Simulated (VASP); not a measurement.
# HfN (P6_3/mmc) in VASP: further runs

HfN is run at these levels: PBEsol; tasks: single point.

Everything below comes from runs of VASP 6.6.1. Logs are shortened: lines on timing, memory, paths and dates and some standing lists are left out, and cuts for length are marked.

### Step 1. The cell of the first run

The structure is hexagonal, space group P6_3/mmc (No. 194). The conventional cell has a = 3.109 Å, b = 3.109 Å, c = 5.360 Å, α = 90.00°, β = 90.00°, γ = 120.00°. Hf (site symmetry -6m2) has 6 N at 2.24 Å and 12 Hf at 3.11 to 3.23 Å within 3.3 Å. N (site symmetry -3m) has 6 Hf at 2.24 Å and 8 N at 2.68 to 3.11 Å within 3.2 Å.

### Step 2. Single point, PBEsol

File INCAR:

```
SYSTEM = HfN
ALGO = Normal
EDIFF = 1E-6
ENCUT = 520
GGA = PS
ISIF = 2
ISMEAR = 0
LASPH = .True.
LCHARG = .False.
LREAL = .False.
LWAVE = .False.
NBANDS = 23
NELM = 60
PREC = Accurate
SIGMA = 0.1
```

File KPOINTS:

```
k-points
0
Gamma
  18 18 8
  0 0 0
```

File POSCAR:

```
HfN
1.0
    3.1094398839      0.0000000000      0.0000000000
   -1.5547199420      2.6928539310      0.0000000000
    0.0000000000      0.0000000000      5.3596878004
Hf N
2 2
Direct
    0.6666666667      0.3333333333      0.7500000000
    0.3333333333      0.6666666667      0.2500000000
    0.0000000000      0.0000000000      0.0000000000
    0.0000000000      0.0000000000      0.5000000000
```

Potentials or basis: VASP PAW PBE potentials, release 64 (Hf_pv, N).

The run is started by

```console
$ cat potpaw_PBE.64/Hf_pv/POTCAR potpaw_PBE.64/N/POTCAR > POTCAR
$ mpirun -np 1 vasp_std > vasp.out
```

OUTCAR:

```text
SYSTEM = HfN
   EDIFF = 1E-6
   ENCUT = 520
   GGA = PS
   ISIF = 2
   ISMEAR = 0
   LASPH = .True.
   LREAL = .False.
   NELM = 60
   PREC = Accurate

 ion  position               nearest neighbor table
   1  0.667  0.333  0.750-   3 2.24   4 2.24   3 2.24   4 2.24   3 2.24   4 2.24   2 3.23   2 3.23
                             2 3.23   2 3.23   2 3.23   2 3.23
   2  0.333  0.667  0.250-   3 2.24   4 2.24   3 2.24   4 2.24   3 2.24   4 2.24   1 3.23   1 3.23
                             1 3.23   1 3.23   1 3.23   1 3.23
   3  0.000  0.000  0.000-   1 2.24   2 2.24   1 2.24   2 2.24   1 2.24   2 2.24
   4  0.000  0.000  0.500-   1 2.24   2 2.24   1 2.24   2 2.24   1 2.24   2 2.24

  LATTYP: Found a hexagonal cell.
 ALAT       =     3.1094398839
 C/A-ratio  =     1.7236827212

  Lattice vectors:

 A1 = (   3.1094398839,   0.0000000000,   0.0000000000)
 A2 = (  -1.5547199420,   2.6928539310,   0.0000000000)
 A3 = (   0.0000000000,   0.0000000000,   5.3596878004)

Analysis of symmetry for initial positions (statically):
=====================================================================
 Subroutine PRICEL returns:
 Original cell was already a primitive cell.

 Routine SETGRP: Setting up the symmetry group for a
 hexagonal supercell.

 Subroutine GETGRP returns: Found 24 space group operations
 (whereof 12 operations were pure point group operations)
 out of a pool of 24 trial point group operations.

The static configuration has the point symmetry D_3d.
 The point group associated with its full space group is D_6h.

Analysis of symmetry for dynamics (positions and initial velocities):
=====================================================================
 Subroutine PRICEL returns:
 Original cell was already a primitive cell.

 Routine SETGRP: Setting up the symmetry group for a
 hexagonal supercell.

 Subroutine GETGRP returns: Found 24 space group operations
 (whereof 12 operations were pure point group operations)
 out of a pool of 24 trial point group operations.

The dynamic configuration has the point symmetry D_3d.
 The point group associated with its full space group is D_6h.

 Subroutine INISYM returns: Found 24 space group operations
 (whereof 12 operations are pure point group operations),
 and found     1 'primitive' translations

----------------------------------------------------------------------------------------

                                     Primitive cell
[... 94 lines left out ...]
   NELM   =     60;   NELMIN=  2; NELMDL= -5     # of ELM steps
   EDIFF  = 0.1E-05   stopping-criterion for ELM
   LREAL  =      F    real-space projection
   EDIFFG = 0.1E-04   stopping-criterion for IOM
   NSW    =      0    number of steps for IOM
   IBRION =     -1    ionic relax: 0-MD 1-quasi-New 2-CG
   NFREE  =      0    steps in history (QN), initial steepest desc. (CG)
   ISIF   =      2    stress and relaxation
   ISYM   =      2    0-nonsym 1-usesym 2-fastsym
   POTIM  = 0.5000    time-step for ionic-motion
   TEBEG  =    0.0;   TEEND  =   0.0 temperature during run
   PSTRESS=    0.0 pullay stress
   NELECT =      30.0000    total number of electrons
   NUPDOWN=      -1.0000    fix difference up-down
   EMIN   =  10.00;   EMAX   =-10.00  energy-range for DOS
   EFERMI =   0.00;   METHOD = LEGACY
   ISMEAR =     0;   SIGMA  =   0.10  broadening in eV -4-tet -1-fermi 0-gaus
   EFERMI_NEDOS =   21; number of points for ismear=-14 and -15
   IALGO  =     38    algorithm
   IMIX   =      4    mixing-type and parameters
     AMIX     =   0.40;   BMIX     =  1.00
     AMIX_MAG =   1.60;   BMIX_MAG =  1.00
  volume/ion in A,a.u.               =      11.22        75.71
  Fermi-wavevector in a.u.,A,eV,Ry     =   1.431431  2.705012 27.878267  2.048995
  Thomas-Fermi vector in A             =   2.551168
   LORBIT       =      0    0 simple, 1 ext, 2 COOP (PROOUT), +10 PAW based schemes
   GGA     = PS    functional components
   LHFCALC =     F    Hartree Fock is set to
   AEXX    =    0.0000 exact exchange contribution
   IVDW    =     0    specifies the selected vdW correction
   LEPSILON=     F    determine dielectric tensor
   LRPA    =     F    only Hartree local field effects (RPA)
 non-spin polarized calculation
 Gauss-broadening in eV      SIGMA  =   0.10
  energy-cutoff  :      520.00
  volume of cell :       44.88
 maximum number of plane-waves:      1232
 NGX is ok and might be reduce to    24
   NGX = 11   NGY = 11   NGZ = 19

 number of electron      29.9999997 magnetization

 Free energy of the ion-electron system (eV)
  ---------------------------------------------------
  ext. energy  EPLUGINS =         0.00000000
  ---------------------------------------------------
  free energy    TOTEN  =       -45.87124409 eV

  energy without entropy =      -45.86858773  energy(sigma->0) =      -45.86991591

 E-fermi :   7.9804     XC(G=0): -13.0414

 val. band max:        7.9753372550   @ k =   0.2222   0.0000   0.5000
 cond. band min:       7.9948379784   @ k =   0.3889   0.1667   0.5000
 fundamental gap:      0.0195007233
 Fermi energy:         7.9804383778

 k-point     1 :       0.0000    0.0000    0.0000
  band No.  band energies     occupation
      1     -23.6406      2.00000
      2     -22.6723      2.00000
      3     -22.5736      2.00000
      4     -22.5736      2.00000
      5     -22.5058      2.00000
      6     -22.5058      2.00000
[... 613 lines left out ...]
     22      14.5549      0.00000
     23      15.4668      0.00000

 [... further k-points ...]

------------------------ aborting loop because EDIFF is reached ----------------------------------------

  FORCE on cell =-STRESS in cart. coord.  units (eV):
  Direction    XX          YY          ZZ          XY          YZ          ZX
  --------------------------------------------------------------------------------------
  -------------------------------------------------------------------------------------
  Total        0.8165766      0.8165766      0.8592860     -0.0000000      0.0000000      0.0000000
  in kB       29.1523158     29.1523158     30.6770680     -0.0000000      0.0000000      0.0000000
  external PRESSURE =      29.6605665 kB  Pullay stress =       0.0000000 kB

 VOLUME and BASIS-vectors are now :
 -----------------------------------------------------------------------------
  energy-cutoff  :      520.00
  volume of cell :       44.88
      direct lattice vectors                 reciprocal lattice vectors
     3.109439884  0.000000000  0.000000000     0.321601329  0.185676614  0.000000000
    -1.554719942  2.692853931  0.000000000     0.000000000  0.371353228  0.000000000
     0.000000000  0.000000000  5.359687800     0.000000000  0.000000000  0.186578032

 POSITION                                       TOTAL-FORCE (eV/Angst)
 -----------------------------------------------------------------------------------
      1.55472      0.89762      4.01977        -0.000000      0.000000      0.000000
     -0.00000      1.79524      1.33992         0.000000     -0.000000      0.000000
      0.00000      0.00000      0.00000         0.000000      0.000000      0.000000
      0.00000      0.00000      2.67984        -0.000000      0.000000      0.000000
 -----------------------------------------------------------------------------------
    total drift:                               -0.000000      0.000000     -0.000000

  FREE ENERGIE OF THE ION-ELECTRON SYSTEM (eV)
  ---------------------------------------------------
  free  energy   TOTEN  =       -45.8712440933 eV

  energy  without entropy=      -45.8685877301  energy(sigma->0) =      -45.86991591
```

stdout:

```text
POSCAR found type information on POSCAR HfN
 POSCAR found :  2 types and       4 ions
 scaLAPACK will be used
 -----------------------------------------------------------------------------
|                                                                             |
|                                                                             |
|     You enforced a specific xc type in the INCAR file but a different       |
|     I HOPE YOU KNOW WHAT YOU ARE DOING!                                     |
|                                                                             |
 -----------------------------------------------------------------------------

 LDA part: xc-table for (Slater+PW92), standard interpolation
 POSCAR, INCAR and KPOINTS ok, starting setup
 FFT: planning ... GRIDC
 FFT: planning ... GRID_SOFT
 FFT: planning ... GRID
 WAVECAR not read
 entering main loop
```

Run time: 3.4 min. Hardware: 1 thread of Intel Xeon 8259CL, shared host; peak memory 0.29 GiB.

What came out:

```
Free energy            : -45.8712 eV
Pressure               : 3.0 GPa
Band gap on the k mesh : zero (bands 15 and 16 overlap by 2.41 eV)
```

Stress tensor (GPa, compression positive):
```
2.92 0.00 0.00
0.00 2.92 0.00
0.00 0.00 3.07
```

Caveat: the PAW data sets were made with another functional, which shifts forces and pressure a little; spin-orbit coupling is left out, which moves the levels of the heavy elements.

### Step 3. Single point, PBEsol

This run uses another cell than the first one, of 11.33 Å³/atom.

File INCAR:

```
SYSTEM = HfN
PREC = Accurate
ENCUT = 520
EDIFF = 1E-7
ISMEAR = 0
SIGMA = 0.1
LREAL = .False.
LASPH = .True.
NELM = 100
ALGO = Normal
ISIF = 2
LWAVE = .False.
LCHARG = .True.
GGA = PS
LELF = .True.
LVHAR = .True.
NBANDS = 23
```

File KPOINTS:

```
Automatic mesh
0
Gamma
  18 18 8
  0 0 0
```

File POSCAR:

```
HfN
1.0
    3.1200219189      0.0000000000      0.0000000000
   -1.5600109595      2.7020182421      0.0000000000
    0.0000000000      0.0000000000      5.3779278713
Hf N
2 2
Direct
    0.6666666667      0.3333333333      0.7500000000
    0.3333333333      0.6666666667      0.2500000000
    0.0000000000      0.0000000000      0.0000000000
    0.0000000000      0.0000000000      0.5000000000
```

Potentials or basis: VASP PAW PBE potentials, release 64 (Hf_pv, N).

The run is started by

```console
$ cat potpaw_PBE.64/Hf_pv/POTCAR potpaw_PBE.64/N/POTCAR > POTCAR
$ mpirun -np 1 vasp_std > vasp.out
```

Wall time 3.6 min (1 thread of Intel Xeon 8259CL, shared host); peak memory 0.29 GiB.

The run converged. Its results:

| Item | Value |
| --- | --- |
| Free energy | -45.8757 eV |
| Pressure | 0.0 GPa |
| Band gap on the k mesh | zero (bands 15 and 16 overlap by 2.38 eV) |

Stress tensor (GPa, compression positive):
```
-0.06  0.00  0.00
 0.00 -0.06  0.00
 0.00  0.00  0.05
```

Levels at points of the mesh, in eV from the Fermi level:
```csv
k point,band 11,band 12,band 13,band 14,band 15,band 16,band 17,band 18,band 19,band 20
"(0.00, 0.00, 0.00)",-4.79,-3.61,-3.61,-1.67,-0.61,0.73,0.73,1.16,1.85,1.85
"(0.50, 0.00, 0.00)",-5.80,-5.55,-3.25,-2.84,-2.38,2.55,2.81,4.53,4.78,5.67
"(0.00, 0.00, 0.50)",-4.43,-4.43,-4.43,-4.43,1.93,1.93,2.98,2.98,2.98,2.98
"(0.50, 0.00, 0.50)",-5.52,-5.52,-4.51,-4.51,-0.25,-0.25,4.83,4.83,4.90,4.90
```

Caveat: the PAW data sets were made with another functional, which shifts forces and pressure a little; spin-orbit coupling is left out, which moves the levels of the heavy elements.
